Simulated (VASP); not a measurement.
C, 2 atoms in the cell. It takes space group I4_1/amd (No. 141, tetragonal). Conventional cell: a = 2.475 Å, b = 2.475 Å, c = 3.593 Å, α = 90.00°, β = 90.00°, γ = 90.00°. C (site symmetry -4m2) has 4 C at 1.53 Å within 2.0 Å.  This cell differs from its parent crystal: strain +e along x and -e along y +0.0000, strain +e along z and -e/2 along x and y +0.0175.

```yaml
Program: VASP 6.6.1
Task: single point
Functional: LDA
Potentials_or_basis: VASP PAW LDA potentials, release 64 (C_h)
Cutoff: 1300 eV
k_mesh: 12 × 12 × 12
Occupations: gaussian, width 0.05 eV
Spin: no spin polarisation
Dipole_correction: no
Further_INCAR_settings: ALGO = Normal; EDIFF = 1e-06; NBANDS = 11
```

Potentials or basis: VASP PAW LDA potentials, release 64 (C_h).

Run with:

```sh
$ cat potpaw_LDA.64/C_h/POTCAR > POTCAR
$ mpirun -np 1 vasp_std > vasp.out
```

Hardware: 1 thread of Intel(R) Xeon(R) 6975P-C (Granite Rapids), on a shared host.

Estimate the wall time of this run.

It took 24 s on 1 thread of Intel(R) Xeon(R) 6975P-C (Granite Rapids), on a shared host, peak memory 0.18 GiB. Counts: scf iterations 11, k points 163.
